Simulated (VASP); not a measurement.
SnTe:

```
CELL_PARAMETERS angstrom
3.90470 0.00000 0.00000
0.00000 3.90470 0.00000
0.00000 0.00000 3.90470
ATOMIC_POSITIONS crystal
Te 0.50000 0.50000 0.50000
Sn 0.00000 0.00000 0.00000
```

| Property | Result |
| --- | --- |
| Program | VASP 6.6.1 |
| Task | relaxation of cell and atoms |
| Functional | PBEsol |
| Dispersion | D4 |
| Potentials or basis | VASP PAW PBE potentials, release 64 (Te, Sn_d) |
| Cutoff | 600 eV |
| k mesh | 7 × 7 × 7 |
| Occupations | fermi-dirac, width 0.05 eV |
| Spin | no spin polarisation |

At the start: pressure -4.3 GPa; volume 29.77 Å³/atom.

Q: How do energy, volume and symmetry change on relaxing?

A: Over 12 steps the energy falls by 63.6 meV/atom and the volume is 26.37 Å³/atom (-11.4 %); space group Pm-3m (No. 221, to 0.05 Å).

Step by step:
```tsv
step	energy change (eV)	largest force (eV/Å)	pressure (GPa)	volume (Å³)
1	0.0000	0.0000	-4.26	59.53
2	-0.1269	0.0000	-0.34	52.98
3	-0.1272	0.0000	-0.07	52.75
4	-0.1272	0.0000	-0.07	52.75
5	-0.1272	0.0000	-0.07	52.74
6	-0.1272	0.0000	-0.07	52.74
7	-0.1272	0.0000	-0.07	52.74
8	-0.1272	0.0000	-0.07	52.74
9	-0.1272	0.0000	-0.07	52.74
10	-0.1272	0.0000	-0.07	52.74
11	-0.1272	0.0000	-0.06	52.74
12	-0.1272	0.0000	-0.06	52.74
```

Final structure:
```yaml
crystal:
  lattice:
    - [3.75005, 0.00000, 0.00000]
    - [0.00000, 3.75005, 0.00000]
    - [0.00000, 0.00000, 3.75005]
  atoms:
    - { symbol: Te, position: [0.50000, 0.50000, 0.50000] }
    - { symbol: Sn, position: [0.00000, 0.00000, 0.00000] }
```

Caveat: the PAW data sets were made with another functional, which shifts forces and pressure a little; pairwise dispersion overbinds metals, which lowers pressure and volume.
